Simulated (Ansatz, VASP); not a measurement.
Two plane-wave programs on AlGaN2

File INCAR:

```
SYSTEM = AlGaN2
ALGO     = Normal         ! electronic algorithm
EDIFF    = 1E-7           ! SCF threshold, eV
EDIFFG   = -0.01          ! ionic threshold
ENCUT    = 520            ! plane-wave cutoff, eV
IBRION   = 2              ! ionic algorithm
ISIF     = 2              ! what is computed and relaxed
ISMEAR   = 0              ! smearing method
LASPH    = .True.         ! aspherical terms in the spheres
LCHARG   = .False.        ! write CHGCAR
LREAL    = .False.        ! projectors in reciprocal space
LWAVE    = .False.        ! write WAVECAR
NELM     = 100            ! most SCF steps
NSW      = 50             ! ionic steps
PREC     = Accurate       ! precision mode
SIGMA    = 0.05           ! smearing width, eV
```

Contents of KPOINTS:

```
k-points
0
Gamma
  8 8 6
  0 0 0
```

Contents of POSCAR:

```
AlGaN2
1.0
    3.0298050512      0.0000000000      0.0000000000
    0.0000000000      3.0298050512      0.0000000000
    0.0000000000      0.0000000000      4.2637472344
Al Ga N
1 1 2
Direct
    0.5000000000      0.5000000000      0.5000000000
    0.0000000000      0.0000000000      0.0000000000
    0.5000000000      0.0000000000      0.7400738390
    0.0000000000      0.5000000000      0.2599261610
```

Input for Ansatz:

```yaml
crystal:
  lattice:
    - [3.0298050512, 0.0, 0.0]
    - [0.0, 3.0298050512, 0.0]
    - [0.0, 0.0, 4.2637472344]
  atoms:
    - { symbol: Al, position: [0.5, 0.5, 0.5] }
    - { symbol: Ga, position: [0.0, 0.0, 0.0] }
    - { symbol: "N", position: [0.5, 0.0, 0.740073839] }
    - { symbol: "N", position: [0.0, 0.5, 0.259926161] }
basis:
  ecutwfc: 520.0
kpoints:
  mp_grid: { grid: [8, 8, 6] }
hamiltonian:
  xc: lda
  pseudopotentials: { kind: paw, azcp: { folder: soft_1 } }
scf:
  occupations: { method: gaussian, width: 0.05 }
output:
  forces: true
  stress: true
  eigenvalues: true
relax:
  adjacent_minimum: "off"
  f_tol: 0.01
  max_steps: 30
```

Alike in both runs: task relaxation of the atoms; functional LDA; k mesh 8 × 8 × 6; occupations gaussian, width 0.05 eV; no spin polarisation.

```csv
,VASP,Ansatz
version,VASP 6.6.1,Ansatz 0.2.0
potentials or method,"VASP PAW LDA potentials, release 64 (Al, Ga_d, N), cutoff 520 eV","scalar-relativistic, plane waves, PAW"
valence electrons in the cell,26,26
```

Ansatz gave:

```
gap on the k mesh at the Fermi level, each at its own relaxed structure (eV) : 3.28
```

**Question.** Which values does VASP return?

**Answer.** gap on the k mesh at the Fermi level, each at its own relaxed structure (eV): 3.27.

Ansatz warns that its potentials were made for another functional, while VASP's fit it. LDA's correlation is that of Perdew and Zunger in VASP and of Perdew and Wang (1992) in Ansatz. Ansatz's warnings: stress scf threshold loose.
